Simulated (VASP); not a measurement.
Here is a VASP 6.6.1 calculation.

Contents of INCAR:

```
  ALGO = Normal
  EDIFF = 1E-6
  ENCUT = 500
  GGA = PE
  GGA_COMPAT = F
  ISIF = 2
  ISMEAR = 0
  LASPH = T
  LCHARG = F
  LREAL = F
  LWAVE = F
  NBANDS = 36
  NELM = 120
  PREC = Accurate
  SIGMA = 0.1
```

Contents of KPOINTS:

```
k-points
0
Gamma
  4 4 4
```

Contents of POSCAR:

```
BiRu3
1.0
    4.0287720512      0.0000000000      0.0000000000
    0.0000000000      4.0287720512      0.0000000000
    0.0000000000      0.0000000000      4.0287720512
Bi Ru
1 3
Direct
    0.0000000000      0.0000000000      0.0000000000
    0.0000000000      0.5000000000      0.5000000000
    0.5000000000      0.0000000000      0.5000000000
    0.5000000000      0.5000000000      0.0000000000
```

Potentials or basis: VASP PAW PBE potentials, release 64 (Bi_d, Ru_pv).

Launch:

```bash
$ cat potpaw_PBE.64/Bi_d/POTCAR potpaw_PBE.64/Ru_pv/POTCAR > POTCAR
$ mpirun -np 1 vasp_std > vasp.out
```

Task: What does it give for the band gap on the k mesh?

Result: Zero (an odd number of electrons rules out a gap without spin polarisation).

Task: Estimate the pressure.

Result: 0.2 GPa.

Caveat: the k points lie up to 0.39 Å⁻¹ apart, too coarse for converged energies and pressures of a metal; spin-orbit coupling is left out, which moves the levels of the heavy elements.
